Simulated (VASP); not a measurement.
# Se (P6_3/mmc) in VASP: further runs

Runs on Se. Level: PBEsol. Tasks: single point.

Everything below comes from runs of VASP 6.6.1. Logs are shortened: lines on timing, memory, paths and dates and some standing lists are left out, and cuts for length are marked.

### Step 1. The cell of the first run

The structure is hexagonal, space group P6_3/mmc (No. 194). The conventional cell has a = 3.463 Å, b = 3.463 Å, c = 3.725 Å, α = 90.00°, β = 90.00°, γ = 120.00°. Within 3.6 Å of Se (site symmetry -6m2) lie 12 Se at 2.73 to 3.46 Å.

### Step 2. Single point, PBEsol (volume scaled by 0.92)

Contents of INCAR:

```
  ALGO = Normal
  EDIFF = 1E-7
  ENCUT = 520
  GGA = PS
  ISIF = 2
  ISMEAR = -1
  LASPH = True
  LCHARG = False
  LREAL = False
  LWAVE = False
  NBANDS = 13
  NELM = 80
  PREC = Accurate
  SIGMA = 0.1
```

Contents of KPOINTS:

```
k-points
0
Gamma
  12 12 9
```

Contents of POSCAR:

```
Se
1.0
    3.4630101569      0.0000000000      0.0000000000
   -1.7315050785      2.9990547694      0.0000000000
    0.0000000000      0.0000000000      3.7245251250
Se
2
Direct
    0.3333333333      0.6666666667      0.2500000000
    0.6666666667      0.3333333333      0.7500000000
```

Potentials or basis: VASP PAW PBE potentials, release 64 (Se).

Command:

```console
$ cat potpaw_PBE.64/Se/POTCAR > POTCAR
$ mpirun -np 1 vasp_std > vasp.out
```

OUTCAR:

```text
EDIFF = 1E-7
   ENCUT = 520
   GGA = PS
   ISIF = 2
   ISMEAR = -1
   LASPH = True
   LREAL = False
   NELM = 80
   PREC = Accurate

 ion  position               nearest neighbor table
   1  0.333  0.667  0.250-   2 2.73   2 2.73   2 2.73   2 2.73   2 2.73   2 2.73
   2  0.667  0.333  0.750-   1 2.73   1 2.73   1 2.73   1 2.73   1 2.73   1 2.73

  LATTYP: Found a hexagonal cell.
 ALAT       =     3.4630101569
 C/A-ratio  =     1.0755166622

  Lattice vectors:

 A1 = (   3.4630101569,   0.0000000000,   0.0000000000)
 A2 = (  -1.7315050785,   2.9990547694,   0.0000000000)
 A3 = (   0.0000000000,   0.0000000000,   3.7245251250)

Analysis of symmetry for initial positions (statically):
=====================================================================
 Subroutine PRICEL returns:
 Original cell was already a primitive cell.

 Routine SETGRP: Setting up the symmetry group for a
 hexagonal supercell.

 Subroutine GETGRP returns: Found 24 space group operations
 (whereof 12 operations were pure point group operations)
 out of a pool of 24 trial point group operations.

The static configuration has the point symmetry D_3d.
 The point group associated with its full space group is D_6h.

Analysis of symmetry for dynamics (positions and initial velocities):
=====================================================================
 Subroutine PRICEL returns:
 Original cell was already a primitive cell.

 Routine SETGRP: Setting up the symmetry group for a
 hexagonal supercell.

 Subroutine GETGRP returns: Found 24 space group operations
 (whereof 12 operations were pure point group operations)
 out of a pool of 24 trial point group operations.

The dynamic configuration has the point symmetry D_3d.
 The point group associated with its full space group is D_6h.

 Subroutine INISYM returns: Found 24 space group operations
 (whereof 12 operations are pure point group operations),
 and found     1 'primitive' translations

----------------------------------------------------------------------------------------

                                     Primitive cell

  volume of cell :      38.6820

  direct lattice vectors                    reciprocal lattice vectors
     3.463010157  0.000000000  0.000000000     0.288766118  0.166719196  0.000000000
    -1.731505078  2.999054769  0.000000000     0.000000000  0.333438392  0.000000000
     0.000000000  0.000000000  3.724525125     0.000000000  0.000000000  0.268490604
[... 87 lines left out ...]
   NSW    =      0    number of steps for IOM
   IBRION =     -1    ionic relax: 0-MD 1-quasi-New 2-CG
   NFREE  =      0    steps in history (QN), initial steepest desc. (CG)
   ISIF   =      2    stress and relaxation
   ISYM   =      2    0-nonsym 1-usesym 2-fastsym
   POTIM  = 0.5000    time-step for ionic-motion
   TEBEG  =    0.0;   TEEND  =   0.0 temperature during run
   PSTRESS=    0.0 pullay stress
   NELECT =      12.0000    total number of electrons
   NUPDOWN=      -1.0000    fix difference up-down
   EMIN   =  10.00;   EMAX   =-10.00  energy-range for DOS
   EFERMI =   0.00;   METHOD = LEGACY
   ISMEAR =    -1;   SIGMA  =   0.10  broadening in eV -4-tet -1-fermi 0-gaus
   EFERMI_NEDOS =   21; number of points for ismear=-14 and -15
   IALGO  =     38    algorithm
   IMIX   =      4    mixing-type and parameters
     AMIX     =   0.40;   BMIX     =  1.00
     AMIX_MAG =   1.60;   BMIX_MAG =  1.00
  volume/ion in A,a.u.               =      19.34       130.52
  Fermi-wavevector in a.u.,A,eV,Ry     =   1.108236  2.094262 16.710497  1.228187
  Thomas-Fermi vector in A             =   2.244760
   LORBIT       =      0    0 simple, 1 ext, 2 COOP (PROOUT), +10 PAW based schemes
   GGA     = PS    functional components
   LHFCALC =     F    Hartree Fock is set to
   AEXX    =    0.0000 exact exchange contribution
   IVDW    =     0    specifies the selected vdW correction
   LEPSILON=     F    determine dielectric tensor
   LRPA    =     F    only Hartree local field effects (RPA)
 non-spin polarized calculation
  energy-cutoff  :      520.00
  volume of cell :       38.68
 maximum number of plane-waves:      1058
 NGX is ok and might be reduce to    28
   NGX = 13   NGY = 13   NGZ = 13

 number of electron      11.9999999 magnetization

 Free energy of the ion-electron system (eV)
  ---------------------------------------------------
  ext. energy  EPLUGINS =         0.00000000
  ---------------------------------------------------
  free energy    TOTEN  =        -7.09879022 eV

  energy without entropy =       -7.06472643  energy(sigma->0) =       -7.08175833

 E-fermi :   6.3002     XC(G=0): -10.8357

 val. band max:        6.2568627728   @ k =   0.3333   0.3333   0.1111
 cond. band min:       6.3080473167   @ k =   0.3333   0.0833   0.0000
 fundamental gap:      0.0511845439
 Fermi energy:         6.3001630267

 k-point     1 :       0.0000    0.0000    0.0000
  band No.  band energies     occupation
      1     -10.9256      2.00000
      2      -3.6455      2.00000
      3       0.4903      2.00000
      4       3.9042      2.00000
      5       3.9042      2.00000
      6       7.3444      0.00006
      7       7.3444      0.00006
      8       9.9498      0.00000
      9      10.5130      0.00000
     10      13.8016      0.00000
     11      16.5316      0.00000
     12      16.5316      0.00000
     13      18.2966      0.00000
[... 354 lines left out ...]
  band No.  band energies     occupation
      1      -9.4213      2.00000
      2      -5.4151      2.00000
      3       0.5664      2.00000
      4       2.4445      2.00000
      5       3.2072      2.00000
      6       4.8307      2.00000
      7       7.5824      0.00001
      8       8.4697      0.00000
      9      11.1635      0.00000
     10      15.5862      0.00000
     11      16.1514      0.00000
     12      16.4178      0.00000
     13      19.0497      0.00000

 [... further k-points ...]
[... 5 lines left out ...]
  --------------------------------------------------------------------------------------
  -------------------------------------------------------------------------------------
  Total        1.5836010      1.5836010      2.4508895     -0.0000000     -0.0000000      0.0000000
  in kB       65.5914577     65.5914577    101.5138353     -0.0000000     -0.0000000      0.0000000
  external PRESSURE =      77.5655836 kB  Pullay stress =       0.0000000 kB

 VOLUME and BASIS-vectors are now :
 -----------------------------------------------------------------------------
  energy-cutoff  :      520.00
  volume of cell :       38.68
      direct lattice vectors                 reciprocal lattice vectors
     3.463010157  0.000000000  0.000000000     0.288766118  0.166719196  0.000000000
    -1.731505078  2.999054769  0.000000000     0.000000000  0.333438392  0.000000000
     0.000000000  0.000000000  3.724525125     0.000000000  0.000000000  0.268490604

 POSITION                                       TOTAL-FORCE (eV/Angst)
 -----------------------------------------------------------------------------------
     -0.00000      1.99937      0.93113         0.000000     -0.000000      0.000000
      1.73151      0.99968      2.79339        -0.000000      0.000000      0.000000
 -----------------------------------------------------------------------------------
    total drift:                                0.000000     -0.000000      0.000000

  FREE ENERGIE OF THE ION-ELECTRON SYSTEM (eV)
  ---------------------------------------------------
  free  energy   TOTEN  =        -7.0987902242 eV

  energy  without entropy=       -7.0647264288  energy(sigma->0) =       -7.08175833
```

Run time: 21 s. Hardware: 1 thread of AMD EPYC 9R45 (Zen 5), shared host; peak memory 0.14 GiB.

Results:

```yaml
Free_energy: -7.0988 eV
Pressure: 7.8 GPa
Band_gap_on_the_k_mesh: zero (band 6 reaches 7.34 eV, above the bottom of band 7 at 4.59 eV)
```

Caveat: the cell differs from its parent crystal (volume scaled by 0.92); the PAW data sets were made with another functional, which shifts forces and pressure a little.

### Step 3. Single point, PBEsol (volume scaled by 0.96)

Contents of INCAR:

```
SYSTEM = Se
ALGO = Normal
EDIFF = 1E-6
ENCUT = 520
GGA = PS
ISIF = 2
ISMEAR = -1
LASPH = .TRUE.
LCHARG = .FALSE.
LREAL = .FALSE.
LWAVE = .FALSE.
NBANDS = 13
NELM = 100
PREC = Accurate
SIGMA = 0.1
```

Contents of KPOINTS:

```
k-points
0
G
  12 12 9
  0 0 0
```

Contents of POSCAR:

```
Se
1.0
    3.5124884154      0.0000000000      0.0000000000
   -1.7562442077      3.0419041982      0.0000000000
    0.0000000000      0.0000000000      3.7777398164
Se
2
Direct
    0.3333333333      0.6666666667      0.2500000000
    0.6666666667      0.3333333333      0.7500000000
```

Potentials or basis: VASP PAW PBE potentials, release 64 (Se).

Command:

```console
$ cat potpaw_PBE.64/Se/POTCAR > POTCAR
$ mpirun -np 1 vasp_std > vasp.out
```

OUTCAR:

```text
SYSTEM = Se
   EDIFF = 1E-6
   ENCUT = 520
   GGA = PS
   ISIF = 2
   ISMEAR = -1
   LASPH = .TRUE.
   LREAL = .FALSE.
   NELM = 100
   PREC = Accurate

 ion  position               nearest neighbor table
   1  0.333  0.667  0.250-   2 2.77   2 2.77   2 2.77   2 2.77   2 2.77   2 2.77
   2  0.667  0.333  0.750-   1 2.77   1 2.77   1 2.77   1 2.77   1 2.77   1 2.77

  LATTYP: Found a hexagonal cell.
 ALAT       =     3.5124884154
 C/A-ratio  =     1.0755166622

  Lattice vectors:

 A1 = (   3.5124884154,   0.0000000000,   0.0000000000)
[... 563 lines left out ...]
      8       7.7907      0.00000
      9      10.7039      0.00000
     10      14.9809      0.00000
     11      15.4990      0.00000
     12      15.8420      0.00000
     13      18.4160      0.00000

 [... further k-points ...]
[... 5 lines left out ...]
  --------------------------------------------------------------------------------------
  -------------------------------------------------------------------------------------
  Total        0.7590457      0.7590457      1.0740418      0.0000000      0.0000000      0.0000000
  in kB       30.1290921     30.1290921     42.6323518      0.0000000      0.0000000      0.0000000
  external PRESSURE =      34.2968453 kB  Pullay stress =       0.0000000 kB

 VOLUME and BASIS-vectors are now :
 -----------------------------------------------------------------------------
  energy-cutoff  :      520.00
  volume of cell :       40.36
      direct lattice vectors                 reciprocal lattice vectors
     3.512488415  0.000000000  0.000000000     0.284698448  0.164370726  0.000000000
    -1.756244208  3.041904198  0.000000000     0.000000000  0.328741451  0.000000000
     0.000000000  0.000000000  3.777739816     0.000000000  0.000000000  0.264708542

 POSITION                                       TOTAL-FORCE (eV/Angst)
 -----------------------------------------------------------------------------------
     -0.00000      2.02794      0.94443         0.000000      0.000000      0.000000
      1.75624      1.01397      2.83330        -0.000000     -0.000000      0.000000
 -----------------------------------------------------------------------------------
    total drift:                               -0.000000      0.000000      0.000000

  FREE ENERGIE OF THE ION-ELECTRON SYSTEM (eV)
  ---------------------------------------------------
  free  energy   TOTEN  =        -7.1567493881 eV

  energy  without entropy=       -7.1209938985  energy(sigma->0) =       -7.13887164
```

stdout:

```text
POSCAR found type information on POSCAR Se
 POSCAR found :  1 types and       2 ions
 scaLAPACK will be used
 -----------------------------------------------------------------------------
|                                                                             |
|                                                                             |
|     You enforced a specific xc type in the INCAR file but a different       |
|     I HOPE YOU KNOW WHAT YOU ARE DOING!                                     |
|                                                                             |
 -----------------------------------------------------------------------------

 LDA part: xc-table for (Slater+PW92), standard interpolation
 POSCAR, INCAR and KPOINTS ok, starting setup
 FFT: planning ... GRIDC
 FFT: planning ... GRID_SOFT
 FFT: planning ... GRID
 WAVECAR not read
 entering main loop
```

Wall time 20 s (1 thread of AMD EPYC 9R45 (Zen 5), shared host); peak memory 0.15 GiB.

Results:

| Quantity | Value |
| --- | --- |
| Free energy | -7.1567 eV |
| Pressure | 3.4 GPa |
| Band gap on the k mesh | zero (band 6 reaches 6.76 eV, above the bottom of band 7 at 4.04 eV) |

Stress tensor (GPa, compression positive):
```
3.01 0.00 0.00
0.00 3.01 0.00
0.00 0.00 4.26
```

Caveat: the cell differs from its parent crystal (volume scaled by 0.96); the PAW data sets were made with another functional, which shifts forces and pressure a little.

### Step 4. Single point, PBEsol

This run uses another cell than the first one, of 21.02 Å³/atom, 1.087 times its volume.

Contents of INCAR:

```
PREC = Accurate
ENCUT = 520
EDIFF = 1E-6
ISMEAR = -1
SIGMA = 0.1
LREAL = F
LASPH = T
NELM = 80
ALGO = Normal
ISIF = 2
LWAVE = F
LCHARG = T
GGA = PS
LELF = T
LVHAR = T
NBANDS = 13
```

Contents of KPOINTS:

```
regular mesh
0
Gamma
  12 12 9
```

Contents of POSCAR:

```
Se
1.0
    3.5606106749      0.0000000000      0.0000000000
   -1.7803053375      3.0835792974      0.0000000000
    0.0000000000      0.0000000000      3.8294961084
Se
2
Direct
    0.3333333333      0.6666666667      0.2500000000
    0.6666666667      0.3333333333      0.7500000000
```

Potentials or basis: VASP PAW PBE potentials, release 64 (Se).

Command:

```console
$ cat potpaw_PBE.64/Se/POTCAR > POTCAR
$ mpirun -np 1 vasp_std > vasp.out
```

OUTCAR:

```text
PREC = Accurate
   ENCUT = 520
   EDIFF = 1E-6
   ISMEAR = -1
   LREAL = F
   LASPH = T
   NELM = 80
   ISIF = 2
   GGA = PS

 ion  position               nearest neighbor table
   1  0.333  0.667  0.250-
   2  0.667  0.333  0.750-

  LATTYP: Found a hexagonal cell.
 ALAT       =     3.5606106749
 C/A-ratio  =     1.0755166622

  Lattice vectors:
[... 559 lines left out ...]
      2      -6.3615      2.00000
      3       0.0347      2.00000
      4       1.7532      2.00000
      5       2.3616      2.00000
      6       3.8706      2.00000
      7       6.4942      0.00001
      8       7.1633      0.00000
      9      10.2878      0.00000
     10      14.4179      0.00000
     11      14.8981      0.00000
     12      15.3097      0.00000
     13      17.8276      0.00000

 [... further k-points ...]
[... 5 lines left out ...]
  --------------------------------------------------------------------------------------
  -------------------------------------------------------------------------------------
  Total        0.0391830      0.0391830     -0.1269987     -0.0000000     -0.0000000      0.0000000
  in kB        1.4930954      1.4930954     -4.8393695     -0.0000000     -0.0000000      0.0000000
  external PRESSURE =      -0.6177262 kB  Pullay stress =       0.0000000 kB

 VOLUME and BASIS-vectors are now :
 -----------------------------------------------------------------------------
  energy-cutoff  :      520.00
  volume of cell :       42.05
      direct lattice vectors                 reciprocal lattice vectors
     3.560610675  0.000000000  0.000000000     0.280850700  0.162149227  0.000000000
    -1.780305337  3.083579297  0.000000000     0.000000000  0.324298454  0.000000000
     0.000000000  0.000000000  3.829496108     0.000000000  0.000000000  0.261130961

 POSITION                                       TOTAL-FORCE (eV/Angst)
 -----------------------------------------------------------------------------------
     -0.00000      2.05572      0.95737         0.000000     -0.000000      0.000000
      1.78031      1.02786      2.87212        -0.000000      0.000000      0.000000
 -----------------------------------------------------------------------------------
    total drift:                               -0.000000      0.000000     -0.000000

  FREE ENERGIE OF THE ION-ELECTRON SYSTEM (eV)
  ---------------------------------------------------
  free  energy   TOTEN  =        -7.1738108678 eV

  energy  without entropy=       -7.1366451083  energy(sigma->0) =       -7.15522799
```

OSZICAR:

```text
N       E                     dE             d eps       ncg     rms          rms(c)
DAV:   1     0.486532512182E+02    0.48653E+02   -0.52322E+03  2470   0.791E+02
DAV:   2    -0.453344124951E+01   -0.53187E+02   -0.50664E+02  3360   0.137E+02
DAV:   3    -0.716362922353E+01   -0.26302E+01   -0.26106E+01  3225   0.321E+01
DAV:   4    -0.717724098293E+01   -0.13612E-01   -0.13609E-01  2795   0.269E+00
DAV:   5    -0.717729014756E+01   -0.49165E-04   -0.49164E-04  3263   0.165E-01    0.533E+00
DAV:   6    -0.717461504592E+01    0.26751E-02   -0.27193E-03  2775   0.308E-01    0.317E+00
DAV:   7    -0.717383697766E+01    0.77807E-03   -0.49498E-03  2990   0.428E-01    0.735E-02
DAV:   8    -0.717380958119E+01    0.27396E-04   -0.18997E-04  2940   0.816E-02    0.124E-02
DAV:   9    -0.717381103270E+01   -0.14515E-05   -0.47716E-06  3250   0.131E-02    0.471E-03
DAV:  10    -0.717381086778E+01    0.16492E-06   -0.57880E-07  2045   0.442E-03
   1 F= -.71738109E+01 E0= -.71552280E+01  d E =-.371658E-01
```

Wall time 20 s (1 thread of AMD EPYC 9R45 (Zen 5), shared host); peak memory 0.15 GiB.

What came out:

* Free energy: -7.1738 eV
* Pressure: -0.1 GPa
* Band gap on the k mesh: zero (band 6 reaches 6.22 eV, above the bottom of band 7 at 3.54 eV)

Stress tensor (GPa, compression positive):
```
 0.15  0.00  0.00
 0.00  0.15  0.00
 0.00  0.00 -0.48
```

Caveat: the PAW data sets were made with another functional, which shifts forces and pressure a little.

(Part 1 of 2 ends here.)
